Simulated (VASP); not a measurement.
Crystal: Sr.

```
CELL_PARAMETERS angstrom
4.15558 0.00000 0.00000
-2.07779 3.59884 0.00000
0.00000 0.00000 3.88287
ATOMIC_POSITIONS crystal
Sr 0.00000 0.00000 0.00000
```

- Program: VASP 6.6.1
- Task: relaxation of cell and atoms
- Functional: PBE
- Potentials or basis: VASP PAW PBE potentials, release 64 (Sr_sv)
- Cutoff: 600 eV
- k mesh: 15 × 15 × 14
- Occupations: gaussian, width 0.1 eV
- Spin: no spin polarisation

At the start: pressure -0.4 GPa; volume 58.07 Å³/atom.

**Question.** How do energy, volume and symmetry change on relaxing?

**Answer.** Over 6 steps the energy falls by 3.9 meV/atom and the volume is 55.15 Å³/atom (-5.0 %); space group P6/mmm (No. 191, to 0.05 Å).

The path:
```csv
step,energy change (eV),largest force (eV/Å),pressure (GPa),volume (Å³)
1,0.0000,0.0000,-0.41,58.07
2,-0.0026,0.0000,-0.23,56.83
3,-0.0035,0.0000,-0.05,55.64
4,-0.0035,0.0000,-0.03,55.58
5,-0.0038,0.0000,-0.01,55.32
6,-0.0039,0.0000,0.00,55.15
```

Final structure:
```xyz
1
Lattice="4.0857 0.0000 0.0000 -2.0428 3.5383 0.0000 0.0000 0.0000 3.8152" Properties=species:S:1:pos:R:3 pbc="T T T"
Sr    0.0000    0.0000    0.0000
```
